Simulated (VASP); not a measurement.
Input of a VASP 6.6.1 run:

File INCAR:

```
ALGO = Fast
EDIFF = 1E-6
ENCUT = 520
ISIF = 2
ISMEAR = -1
LASPH = True
LCHARG = False
LREAL = False
LWAVE = False
NBANDS = 36
NELM = 100
PREC = Accurate
SIGMA = 0.05
```

KPOINTS

```
k-points
0
Gamma
  9 6 6
```

Contents of POSCAR:

```
W
1.0
    2.8466354769      0.0000000000      0.0000000000
    0.0000000000      4.9278756295      0.0000000000
    0.0000000000      0.0000000000      4.9884878908
W
4
Direct
    0.7931720000      0.9368430000      0.7500000000
    0.2068280000      0.4368430000      0.7500000000
    0.2068280000      0.0631570000      0.2500000000
    0.7931720000      0.5631570000      0.2500000000
```

Potentials or basis: VASP PAW LDA potentials, release 64 (W_sv).

Launch:

```bash
$ cat potpaw_LDA.64/W_sv/POTCAR > POTCAR
$ mpirun -np 1 vasp_std > vasp.out
```

(1) Predict the pressure.

(2) Predict the band gap on the k mesh.

(3) Predict the largest force.

Answers

(1) -23.2 GPa.

(2) zero (bands 28 and 29 overlap by 1.19 eV).

(3) 0.232 eV/Å.

Caveat: the cell stands under tension; spin-orbit coupling is left out, which moves the levels of the heavy elements.
